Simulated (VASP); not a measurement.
LiNbO3, 10 atoms in the cell. The structure is trigonal, space group R-3c (No. 167). The conventional cell has a = 5.169 Å, b = 5.169 Å, c = 13.658 Å, α = 90.00°, β = 90.00°, γ = 120.00°. Within 2.6 Å of Li (site symmetry 32) lie 3 O at 1.94 Å. Nb (site symmetry -3) has 6 O at 1.98 Å within 2.6 Å. O (site symmetry 2) has 1 Li at 1.94 Å and 2 Nb at 1.98 Å within 2.6 Å. 

| Quantity | Value |
| --- | --- |
| Program | VASP 6.6.1 |
| Task | single point |
| Functional | PBE |
| Potentials or basis | VASP PAW PBE potentials, release 64 (Li_sv, Nb_sv, O) |
| Cutoff | 520 eV |
| k mesh | 6 × 6 × 6 |
| Occupations | gaussian, width 0.02 eV |
| Spin | no spin polarisation |
| Dipole correction | no |
| Further INCAR settings | ALGO = Normal; EDIFF = 1e-06; NBANDS = 45 |

Potentials or basis: VASP PAW PBE potentials, release 64 (Li_sv, Nb_sv, O).

Launch:

```sh
$ cat potpaw_PBE.64/Li_sv/POTCAR potpaw_PBE.64/Nb_sv/POTCAR potpaw_PBE.64/O/POTCAR > POTCAR
$ mpirun -np 1 vasp_std > vasp.out
```

Hardware: 1 thread of Intel(R) Xeon(R) Platinum 8488C (Sapphire Rapids), with other jobs on the host.

Question: How long does it take, and how much memory?

Answer: Run time: 2.9 min on 1 thread of Intel(R) Xeon(R) Platinum 8488C (Sapphire Rapids), with other jobs on the host, peak memory 0.31 GiB. Counts: scf iterations 15, k points 32.
